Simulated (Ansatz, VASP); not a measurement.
# One calculation of MgSe, two programs

INCAR

```
PREC = Accurate
ENCUT = 600
EDIFF = 1E-6
ISMEAR = -1
SIGMA = 0.02
LREAL = False
LASPH = True
NELM = 120
ALGO = Normal
ISIF = 2
LWAVE = False
LCHARG = False
GGA = PE
NBANDS = 11
GGA_COMPAT = False
```

KPOINTS

```
regular mesh
0
Gamma
  8 8 8
```

File POSCAR:

```
MgSe
1.0
    0.0000000000      2.6815439885      2.6815439885
    2.6815439885      0.0000000000      2.6815439885
    2.6815439885      2.6815439885      0.0000000000
Mg Se
1 1
Direct
    0.0000000000      0.0000000000      0.0000000000
    0.5000000000      0.5000000000      0.5000000000
```

Input for Ansatz:

```yaml
crystal:
  lattice:
    - [0.0, 2.6815439885, 2.6815439885]
    - [2.6815439885, 0.0, 2.6815439885]
    - [2.6815439885, 2.6815439885, 0.0]
  atoms:
    - { symbol: Mg, position: [0.0, 0.0, 0.0] }
    - { symbol: Se, position: [0.5, 0.5, 0.5] }
kpoints:
  mp_grid: { grid: [8, 8, 8] }
  band_path:
    path:
      - [0.0, 0.0, 0.0]
      - [0.5, 0.0, 0.5]
      - [0.625, 0.25, 0.625]
      - [0.375, 0.375, 0.75]
      - [0.5, 0.5, 0.5]
      - [0.5, 0.25, 0.75]
    npoints: 1
hamiltonian:
  xc: pbe
scf:
  occupations: { method: fermi_dirac, width: 0.02 }
  n_extra_bands: 4
output:
  forces: true
  stress: true
  eigenvalues: true
```

Change from the starting cell: hydrostatic strain -2.0%.

Alike in both runs: task single point; functional PBE; k mesh 8 × 8 × 8; occupations fermi-dirac, width 0.02 eV; no spin polarisation.

```csv
,VASP,Ansatz
version,VASP 6.6.1,Ansatz 0.2.0
potentials or method,"VASP PAW PBE potentials, release 64 (Mg, Se)","plane waves, PAW"
plane-wave cutoff (eV),600,420
valence electrons in the cell,8,26
```

|  | VASP | Ansatz | Ansatz less VASP |
| --- | --- | --- | --- |
| gap on the k mesh at the Fermi level (eV) | 1.88 | 1.91 | +0.022 |
| pressure (GPa) | 5.6 | 5.7 | +0.12 |

VASP's potentials hold 8 valence electrons a cell and Ansatz's 26, so a difference there can come from the potentials and not from the codes.
